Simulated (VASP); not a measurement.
# BP (F-43m) in VASP: settings compared

BP is run at these levels: PBE, PBE+D3(BJ); tasks: single point.

Everything below comes from runs of VASP 6.6.1. Logs are shortened: lines on timing, memory, paths and dates and some standing lists are left out, and cuts for length are marked.

## (1) The cell of the first run

The structure is cubic, space group F-43m (No. 216). The conventional cell has a = 4.538 Å, b = 4.538 Å, c = 4.538 Å, α = 90.00°, β = 90.00°, γ = 90.00°. P (site symmetry -43m) has 4 B at 1.97 Å within 2.6 Å. Within 2.6 Å of B (site symmetry -43m) lie 4 P at 1.97 Å.

## (2) Single point, PBE

File INCAR:

```
ALGO = Normal ; EDIFF = 1E-7
ENCUT = 520 ; GGA = PE
ISIF = 2 ; ISMEAR = 0
LASPH = T ; LCHARG = F
LREAL = F ; LWAVE = F
NBANDS = 11 ; NELM = 100
PREC = Accurate ; SIGMA = 0.022
```

File KPOINTS:

```
k-points
0
Gamma
  10 10 10
```

File POSCAR:

```
BP
1.0
    0.0000000000      2.2690000000      2.2690000000
    2.2690000000      0.0000000000      2.2690000000
    2.2690000000      2.2690000000      0.0000000000
P B
1 1
Direct
    0.7500000000      0.7500000000      0.7500000000
    0.0000000000      0.0000000000      0.0000000000
```

Potentials or basis: VASP PAW PBE potentials, release 64 (P, B).

Launch:

```console
cat potpaw_PBE.64/P/POTCAR potpaw_PBE.64/B/POTCAR > POTCAR
mpirun -np 1 vasp_std > vasp.out
```

OUTCAR:

```text
EDIFF = 1E-7
   ENCUT = 520
   GGA = PE
   ISIF = 2
   ISMEAR = 0
   LASPH = T
   LREAL = F
   NELM = 100
   PREC = Accurate

 ion  position               nearest neighbor table
   1  0.750  0.750  0.750-   2 1.97   2 1.97   2 1.97   2 1.97
   2  0.000  0.000  0.000-   1 1.97   1 1.97   1 1.97   1 1.97

  LATTYP: Found a face centered cubic cell.
 ALAT       =     4.5380000000

  Lattice vectors:

 A1 = (   0.0000000000,   2.2690000000,   2.2690000000)
 A2 = (   2.2690000000,   0.0000000000,   2.2690000000)
 A3 = (   2.2690000000,   2.2690000000,   0.0000000000)

Analysis of symmetry for initial positions (statically):
=====================================================================
 Subroutine PRICEL returns:
 Original cell was already a primitive cell.

 Routine SETGRP: Setting up the symmetry group for a
 face centered cubic supercell.

 Subroutine GETGRP returns: Found 24 space group operations
 (whereof 24 operations were pure point group operations)
 out of a pool of 48 trial point group operations.

The static configuration has the point symmetry T_d .

Analysis of symmetry for dynamics (positions and initial velocities):
=====================================================================
 Subroutine PRICEL returns:
 Original cell was already a primitive cell.

 Routine SETGRP: Setting up the symmetry group for a
 face centered cubic supercell.

 Subroutine GETGRP returns: Found 24 space group operations
 (whereof 24 operations were pure point group operations)
 out of a pool of 48 trial point group operations.

The dynamic configuration has the point symmetry T_d .

 Subroutine INISYM returns: Found 24 space group operations
 (whereof 24 operations are pure point group operations),
 and found     1 'primitive' translations

----------------------------------------------------------------------------------------

                                     Primitive cell

  volume of cell :      23.3633

  direct lattice vectors                    reciprocal lattice vectors
     0.000000000  2.269000000  2.269000000    -0.220361393  0.220361393  0.220361393
     2.269000000  0.000000000  2.269000000     0.220361393 -0.220361393  0.220361393
     2.269000000  2.269000000  0.000000000     0.220361393  0.220361393 -0.220361393

  length of vectors
     3.208850573  3.208850573  3.208850573     0.381677128  0.381677128  0.381677128

  position of ions in fractional coordinates (direct lattice)
     0.750000000  0.750000000  0.750000000
     0.000000000  0.000000000  0.000000000

  ion indices of the primitive-cell ions
   primitive index   ion index
                 1           1
                 2           2

----------------------------------------------------------------------------------------

 KPOINTS: k-points

Automatic generation of k-mesh.
 Grid dimensions read from file:
 generate k-points for:   10   10   10

 Generating k-lattice:

  Cartesian coordinates                     Fractional coordinates (reciprocal lattice)
    -0.022036139  0.022036139  0.022036139     0.100000000  0.000000000  0.000000000
     0.022036139 -0.022036139  0.022036139     0.000000000  0.100000000  0.000000000
     0.022036139  0.022036139 -0.022036139     0.000000000  0.000000000  0.100000000

  Length of vectors
     0.038167713  0.038167713  0.038167713

  Shift w.r.t. Gamma in fractional coordinates (k-lattice)
     0.000000000  0.000000000  0.000000000

 Subroutine IBZKPT returns following result:
 ===========================================

 Found     47 irreducible k-points:

 Following reciprocal coordinates:
            Coordinates               Weight
  0.000000  0.000000  0.000000      1.000000
  0.100000  0.000000  0.000000      8.000000
  0.200000  0.000000  0.000000      8.000000
  0.300000  0.000000  0.000000      8.000000
  0.400000  0.000000  0.000000      8.000000
  0.500000  0.000000  0.000000      4.000000
[... 16 lines left out ...]
  0.300000  0.300000  0.000000      6.000000
  0.400000  0.300000  0.000000     24.000000
 [... further k-points ...]
   k-points           NKPTS =     47   k-points in BZ     NKDIM =     47   number of bands    NBANDS=     11
   number of dos      NEDOS =    301   number of ions     NIONS =      2
   total plane-waves  NPLWV =  13824
   dimension x,y,z NGX =    24 NGY =   24 NGZ =   24
   dimension x,y,z NGXF=    48 NGYF=   48 NGZF=   48
   ions per type =               1   1
   NGX,Y,Z   is equivalent  to a cutoff of  12.43, 12.43, 12.43 a.u.
   NGXF,Y,Z  is equivalent  to a cutoff of  24.87, 24.87, 24.87 a.u.
 SYSTEM =  unknown system
   PREC   = accura    normal or accurate (medium, high low for compatibility)
   ISTART =      0    job   : 0-new  1-cont  2-samecut
   ICHARG =      2    charge: 1-file 2-atom 10-const
   ISPIN  =      1    spin polarized calculation?
   LNONCOLLINEAR =      F non collinear calculations
   LSORBIT =      F    spin-orbit coupling
   LASPH  =      T    aspherical Exc in radial PAW
   ENCUT  =  520.0 eV  38.22 Ry    6.18 a.u.   5.97  5.97  5.97*2*pi/ulx,y,z
   NELM   =    100;   NELMIN=  2; NELMDL= -5     # of ELM steps
   EDIFF  = 0.1E-06   stopping-criterion for ELM
   LREAL  =      F    real-space projection
   EDIFFG = 0.1E-05   stopping-criterion for IOM
   NSW    =      0    number of steps for IOM
   IBRION =     -1    ionic relax: 0-MD 1-quasi-New 2-CG
   NFREE  =      0    steps in history (QN), initial steepest desc. (CG)
   ISIF   =      2    stress and relaxation
   ISYM   =      2    0-nonsym 1-usesym 2-fastsym
   POTIM  = 0.5000    time-step for ionic-motion
   TEBEG  =    0.0;   TEEND  =   0.0 temperature during run
   PSTRESS=    0.0 pullay stress
   NELECT =       8.0000    total number of electrons
   NUPDOWN=      -1.0000    fix difference up-down
   EMIN   =  10.00;   EMAX   =-10.00  energy-range for DOS
   EFERMI =   0.00;   METHOD = LEGACY
   ISMEAR =     0;   SIGMA  =   0.02  broadening in eV -4-tet -1-fermi 0-gaus
   EFERMI_NEDOS =   21; number of points for ismear=-14 and -15
   IALGO  =     38    algorithm
   IMIX   =      4    mixing-type and parameters
     AMIX     =   0.40;   BMIX     =  1.00
     AMIX_MAG =   1.60;   BMIX_MAG =  1.00
  volume/ion in A,a.u.               =      11.68        78.83
  Fermi-wavevector in a.u.,A,eV,Ry     =   1.145320  2.164342 17.847562  1.311759
  Thomas-Fermi vector in A             =   2.282009
   LORBIT       =      0    0 simple, 1 ext, 2 COOP (PROOUT), +10 PAW based schemes
   GGA     = PE    functional components
   LHFCALC =     F    Hartree Fock is set to
   AEXX    =    0.0000 exact exchange contribution
   IVDW    =     0    specifies the selected vdW correction
   LEPSILON=     F    determine dielectric tensor
   LRPA    =     F    only Hartree local field effects (RPA)
 non-spin polarized calculation
 Gauss-broadening in eV      SIGMA  =   0.02
  energy-cutoff  :      520.00
  volume of cell :       23.36
 maximum number of plane-waves:       639
   NGX = 11   NGY = 11   NGZ = 11

 number of electron       8.0000000 magnetization

 Free energy of the ion-electron system (eV)
  ---------------------------------------------------
  ext. energy  EPLUGINS =         0.00000000
  ---------------------------------------------------
  free energy    TOTEN  =       -12.93048089 eV

  energy without entropy =      -12.93048089  energy(sigma->0) =      -12.93048089

 E-fermi :   7.5675     XC(G=0): -10.9072

 val. band max:        7.4328441334   @ k =   0.0000   0.0000   0.0000
 cond. band min:       8.6721193264   @ k =   0.4000   0.4000   0.0000
 fundamental gap:      1.2392751929
 Fermi energy:         7.5675237514

 k-point     1 :       0.0000    0.0000    0.0000
  band No.  band energies     occupation
      1      -8.0276      2.00000
      2       7.4328      2.00000
      3       7.4328      2.00000
      4       7.4328      2.00000
      5      10.8335      0.00000
      6      10.8335      0.00000
      7      10.8335      0.00000
      8      14.8071      0.00000
      9      18.9457      0.00000
     10      19.5615      0.00000
     11      19.5615      0.00000

 k-point     2 :       0.1000    0.0000    0.0000
  band No.  band energies     occupation
      1      -7.8474      2.00000
      2       6.1308      2.00000
      3       7.1380      2.00000
      4       7.1380      2.00000
      5      11.2417      0.00000
      6      11.2417      0.00000
      7      11.2702      0.00000
      8      15.3282      0.00000
      9      18.8775      0.00000
     10      18.8775      0.00000
     11      19.5145      0.00000

 k-point     3 :       0.2000    0.0000    0.0000
  band No.  band energies     occupation
      1      -7.3138      2.00000
      2       3.7892      2.00000
      3       6.5789      2.00000
      4       6.5789      2.00000
      5      11.4679      0.00000
      6      11.9615      0.00000
      7      11.9615      0.00000
      8      16.5012      0.00000
      9      18.2767      0.00000
     10      18.2767      0.00000
     11      20.3746      0.00000

 k-point     4 :       0.3000    0.0000    0.0000
  band No.  band energies     occupation
      1      -6.4567      2.00000
      2       1.4299      2.00000
      3       6.0899      2.00000
      4       6.0899      2.00000
      5      11.3742      0.00000
      6      12.2908      0.00000
      7      12.2908      0.00000
      8      17.4120      0.00000
      9      18.8535      0.00000
     10      18.8535      0.00000
     11      20.6373      0.00000
[... 239 lines left out ...]
 k-point    22 :      -0.2000    0.2000    0.0000
  band No.  band energies     occupation
      1      -6.1652      2.00000
      2       2.1839      2.00000
      3       3.2610      2.00000
      4       6.1892      2.00000
      5      11.9077      0.00000
      6      12.7493      0.00000
      7      13.8201      0.00000
      8      15.7721      0.00000
      9      16.9352      0.00000
     10      21.0502      0.00000
     11      23.2378      0.00000

 k-point    23 :       0.3000    0.3000    0.0000
  band No.  band energies     occupation
      1      -5.9130      2.00000
      2       2.6004      2.00000
      3       4.2121      2.00000
      4       4.2121      2.00000
      5       8.9572      0.00000
      6      11.3432      0.00000
      7      16.2981      0.00000
      8      16.2981      0.00000
      9      20.4925      0.00000
     10      21.8174      0.00000
     11      23.9729      0.00000

 k-point    24 :       0.4000    0.3000    0.0000
  band No.  band energies     occupation
      1      -5.0880      2.00000
      2       1.2727      2.00000
      3       3.3844      2.00000
      4       3.9176      2.00000
      5       9.2444      0.00000
      6      11.0561      0.00000
      7      16.9122      0.00000
      8      16.9205      0.00000
      9      21.4338      0.00000
     10      22.6947      0.00000
     11      24.4913      0.00000

 [... further k-points ...]
[... 5 lines left out ...]
  --------------------------------------------------------------------------------------
  -------------------------------------------------------------------------------------
  Total        0.1310547      0.1310547      0.1310547      0.0000000     -0.0000000      0.0000000
  in kB        8.9873079      8.9873079      8.9873079      0.0000000     -0.0000000      0.0000000
  external PRESSURE =       8.9873079 kB  Pullay stress =       0.0000000 kB

 VOLUME and BASIS-vectors are now :
 -----------------------------------------------------------------------------
  energy-cutoff  :      520.00
  volume of cell :       23.36
      direct lattice vectors                 reciprocal lattice vectors
     0.000000000  2.269000000  2.269000000    -0.220361393  0.220361393  0.220361393
     2.269000000  0.000000000  2.269000000     0.220361393 -0.220361393  0.220361393
     2.269000000  2.269000000  0.000000000     0.220361393  0.220361393 -0.220361393

 POSITION                                       TOTAL-FORCE (eV/Angst)
 -----------------------------------------------------------------------------------
      3.40350      3.40350      3.40350         0.000000     -0.000000     -0.000000
      0.00000      0.00000      0.00000        -0.000000      0.000000      0.000000
 -----------------------------------------------------------------------------------
    total drift:                               -0.000000     -0.000000     -0.000000

  FREE ENERGIE OF THE ION-ELECTRON SYSTEM (eV)
  ---------------------------------------------------
  free  energy   TOTEN  =       -12.9304808862 eV

  energy  without entropy=      -12.9304808862  energy(sigma->0) =      -12.93048089
```

Run time: 5.3 s. Hardware: 1 thread of Intel Xeon 6975P-C, shared host; peak memory 0.14 GiB.

Results:

| Quantity | Value |
| --- | --- |
| Free energy | -12.9305 eV |
| Pressure | 0.9 GPa |
| Band gap on the k mesh | 1.24 eV, indirect (least direct gap 3.40 eV) |

Levels at points of the mesh, in eV from the valence-band top:
```csv
k point,band 2,band 3,band 4,band 5,band 6,band 7
"(0.00, 0.00, 0.00)",0.00,0.00,0.00,3.40,3.40,3.40
"(0.50, 0.00, 0.00)",-9.03,-1.76,-1.76,3.78,4.71,4.71
"(0.50, 0.50, 0.00)",-8.58,-4.11,-4.11,1.33,1.66,12.12
```

## (3) Single point, PBE

File INCAR:

```
SYSTEM = BP
PREC = Accurate ; ENCUT = 520
EDIFF = 1E-6 ; ISMEAR = 0
SIGMA = 0.024 ; LREAL = .False.
LASPH = .True. ; NELM = 80
ALGO = Normal ; ISIF = 2
LWAVE = .False. ; LCHARG = .False.
GGA = PE ; NBANDS = 11
```

File KPOINTS:

```
Automatic mesh
0
Gamma
  10 10 10
  0 0 0
```

POSCAR is that of step 2.

Potentials or basis: VASP PAW PBE potentials, release 64 (P, B).

Launch:

```console
cat potpaw_PBE.64/P/POTCAR potpaw_PBE.64/B/POTCAR > POTCAR
mpirun -np 1 vasp_std > vasp.out
```

OUTCAR:

```text
SYSTEM = BP
   PREC = Accurate
   ENCUT = 520
   EDIFF = 1E-6
   ISMEAR = 0
   LREAL = .False.
   LASPH = .True.
   NELM = 80
   ISIF = 2
   GGA = PE

 ion  position               nearest neighbor table
   1  0.750  0.750  0.750-   2 1.97   2 1.97   2 1.97   2 1.97
   2  0.000  0.000  0.000-   1 1.97   1 1.97   1 1.97   1 1.97

  LATTYP: Found a face centered cubic cell.
 ALAT       =     4.5380000000

  Lattice vectors:

 A1 = (   0.0000000000,   2.2690000000,   2.2690000000)
 A2 = (   2.2690000000,   0.0000000000,   2.2690000000)
 A3 = (   2.2690000000,   2.2690000000,   0.0000000000)

Analysis of symmetry for initial positions (statically):
=====================================================================
 Subroutine PRICEL returns:
 Original cell was already a primitive cell.

 Routine SETGRP: Setting up the symmetry group for a
 face centered cubic supercell.

 Subroutine GETGRP returns: Found 24 space group operations
 (whereof 24 operations were pure point group operations)
 out of a pool of 48 trial point group operations.

The static configuration has the point symmetry T_d .

Analysis of symmetry for dynamics (positions and initial velocities):
=====================================================================
 Subroutine PRICEL returns:
 Original cell was already a primitive cell.

 Routine SETGRP: Setting up the symmetry group for a
 face centered cubic supercell.

 Subroutine GETGRP returns: Found 24 space group operations
 (whereof 24 operations were pure point group operations)
 out of a pool of 48 trial point group operations.

The dynamic configuration has the point symmetry T_d .

 Subroutine INISYM returns: Found 24 space group operations
 (whereof 24 operations are pure point group operations),
 and found     1 'primitive' translations

----------------------------------------------------------------------------------------

                                     Primitive cell

  volume of cell :      23.3633

  direct lattice vectors                    reciprocal lattice vectors
[... 112 lines left out ...]
   GGA     = PE    functional components
   LHFCALC =     F    Hartree Fock is set to
   AEXX    =    0.0000 exact exchange contribution
   IVDW    =     0    specifies the selected vdW correction
   LEPSILON=     F    determine dielectric tensor
   LRPA    =     F    only Hartree local field effects (RPA)
 non-spin polarized calculation
 Gauss-broadening in eV      SIGMA  =   0.02
  energy-cutoff  :      520.00
  volume of cell :       23.36
 maximum number of plane-waves:       639
   NGX = 11   NGY = 11   NGZ = 11

 number of electron       8.0000000 magnetization

 Free energy of the ion-electron system (eV)
  ---------------------------------------------------
  ext. energy  EPLUGINS =         0.00000000
  ---------------------------------------------------
  free energy    TOTEN  =       -12.93048094 eV

  energy without entropy =      -12.93048094  energy(sigma->0) =      -12.93048094

 E-fermi :   7.5676     XC(G=0): -10.9072

 val. band max:        7.4329392160   @ k =   0.0000   0.0000   0.0000
 cond. band min:       8.6721153515   @ k =   0.4000   0.4000   0.0000
 fundamental gap:      1.2391761355
 Fermi energy:         7.5675743907

 k-point     1 :       0.0000    0.0000    0.0000
  band No.  band energies     occupation
      1      -8.0275      2.00000
      2       7.4329      2.00000
      3       7.4329      2.00000
      4       7.4329      2.00000
      5      10.8336      0.00000
      6      10.8336      0.00000
      7      10.8336      0.00000
      8      14.8072      0.00000
      9      18.9456      0.00000
     10      19.5616      0.00000
     11      19.5616      0.00000
[... 309 lines left out ...]
 k-point    24 :       0.4000    0.3000    0.0000
  band No.  band energies     occupation
      1      -5.0879      2.00000
      2       1.2728      2.00000
      3       3.3845      2.00000
      4       3.9176      2.00000
      5       9.2444      0.00000
      6      11.0561      0.00000
      7      16.9123      0.00000
      8      16.9206      0.00000
      9      21.4338      0.00000
     10      22.6949      0.00000
     11      24.4914      0.00000

 [... further k-points ...]
[... 5 lines left out ...]
  --------------------------------------------------------------------------------------
  -------------------------------------------------------------------------------------
  Total        0.1296651      0.1296651      0.1296651      0.0000000      0.0000000     -0.0000000
  in kB        8.8920177      8.8920177      8.8920177      0.0000000      0.0000000     -0.0000000
  external PRESSURE =       8.8920177 kB  Pullay stress =       0.0000000 kB

 VOLUME and BASIS-vectors are now :
 -----------------------------------------------------------------------------
  energy-cutoff  :      520.00
  volume of cell :       23.36
      direct lattice vectors                 reciprocal lattice vectors
     0.000000000  2.269000000  2.269000000    -0.220361393  0.220361393  0.220361393
     2.269000000  0.000000000  2.269000000     0.220361393 -0.220361393  0.220361393
     2.269000000  2.269000000  0.000000000     0.220361393  0.220361393 -0.220361393

 POSITION                                       TOTAL-FORCE (eV/Angst)
 -----------------------------------------------------------------------------------
      3.40350      3.40350      3.40350         0.000000      0.000000      0.000000
      0.00000      0.00000      0.00000        -0.000000     -0.000000     -0.000000
 -----------------------------------------------------------------------------------
    total drift:                               -0.000000     -0.000000     -0.000000

  FREE ENERGIE OF THE ION-ELECTRON SYSTEM (eV)
  ---------------------------------------------------
  free  energy   TOTEN  =       -12.9304809422 eV

  energy  without entropy=      -12.9304809422  energy(sigma->0) =      -12.93048094
```

Run time: 5.1 s. Hardware: 1 thread of Intel Xeon 6975P-C, shared host; peak memory 0.13 GiB.

What came out:

| Property | Result |
| --- | --- |
| Free energy | -12.9305 eV |
| Pressure | 0.9 GPa |
| Band gap on the k mesh | 1.24 eV, indirect (least direct gap 3.40 eV) |

Levels at points of the mesh, in eV from the valence-band top:
| k point | band 1 | band 2 | band 3 | band 4 | band 5 | band 6 | band 7 | band 8 | band 9 |
| --- | --- | --- | --- | --- | --- | --- | --- | --- | --- |
| (0.00, 0.00, 0.00) | -15.46 | 0.00 | 0.00 | 0.00 | 3.40 | 3.40 | 3.40 | 7.37 | 11.51 |
| (0.50, 0.00, 0.00) | -12.14 | -9.03 | -1.76 | -1.76 | 3.78 | 4.71 | 4.71 | 10.13 | 14.63 |
| (0.50, 0.50, 0.00) | -10.61 | -8.58 | -4.11 | -4.11 | 1.33 | 1.66 | 12.12 | 12.12 | 15.23 |

A k mesh can miss the band edges. A hybrid or GW would open this gap; PBE tends to underestimate it.

[end of part 1 of 2]
